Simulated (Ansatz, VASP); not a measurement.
HgH3: VASP beside Ansatz

```
Hg H
1.0
     7.16685    0.00000    0.00000
     0.00000    7.16685    0.00000
     0.00000    0.00000    7.16685
Hg H
2 6
Direct
  0.50000 0.50000 0.50000
  0.00000 0.00000 0.00000
  0.05249 0.50000 0.50000
  0.94751 0.50000 0.50000
  0.50000 0.05249 0.50000
  0.50000 0.94751 0.50000
  0.50000 0.50000 0.05249
  0.50000 0.50000 0.94751
```

Alike in both runs: functional PBE; k mesh 4 × 4 × 4; occupations gaussian, width 0.02 eV; no spin polarisation.

Ansatz relaxed the structure, and its values are those at the end. VASP's run is a single point on that final structure, the one shown.

|  | VASP | Ansatz |
| --- | --- | --- |
| version | VASP 6.6.1 | Ansatz 0.2.0 |
| potentials or method | VASP PAW PBE potentials, release 64 (Hg, H), cutoff 520 eV | scalar-relativistic, plane waves, PAW |
| valence electrons in the cell | 30 | 46 |

Ansatz gave:

| Property | Result |
| --- | --- |
| gap on the k mesh at the Fermi level (eV) | 4.85 |
| least direct gap on the mesh (eV) | 4.85 |
| pressure (GPa) | 0.0 |
| rms of the force components (eV/Å) | 0.003 |

Problem. What did VASP give for the same quantities?

Solution. gap on the k mesh at the Fermi level (eV): 4.86; least direct gap on the mesh (eV): 4.86; pressure (GPa): 0.0; rms of the force components (eV/Å): 0.009.

The functional is the same, so the differences come from potentials, cutoffs and numerics. VASP's potentials hold 30 valence electrons a cell and Ansatz's 46, so a difference there can come from the potentials and not from the codes.

Neither program's run includes spin-orbit coupling.
